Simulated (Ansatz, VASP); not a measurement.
One calculation of TaC2, two programs

```
CELL_PARAMETERS angstrom
3.79327 0.00000 0.00000
-1.89664 3.28507 0.00000
0.00000 0.00000 3.16843
ATOMIC_POSITIONS crystal
Ta 0.00000 0.00000 0.50000
C 0.33333 0.66667 0.50000
C 0.66667 0.33333 0.50000
```

Alike in both runs: task relaxation of cell and atoms; functional PBE; k mesh 12 × 12 × 14; occupations gaussian, width 0.1 eV; no spin polarisation.

```csv
,VASP,Ansatz
version,VASP 6.6.1,Ansatz 0.2.0
potentials or method,"VASP PAW PBE potentials, release 64 (Ta_pv, C), cutoff 600 eV","scalar-relativistic, plane waves, PAW"
valence electrons in the cell,19,21
```

|  | VASP | Ansatz | Ansatz less VASP |
| --- | --- | --- | --- |
| gap on the k mesh at the Fermi level, each at its own relaxed structure (eV) | none | none | - |
| relaxed volume (Å³/atom) | 13.19 | 13.17 | -0.017 |
| relaxed cell length with the largest relative difference (Å) | 3.786 | 3.783 | -0.0033 |

A gap of «none» marks a metal or a gap that the smearing closes. VASP's potentials hold 19 valence electrons a cell and Ansatz's 21, so a difference there can come from the potentials and not from the codes.

Neither program's run includes spin-orbit coupling.
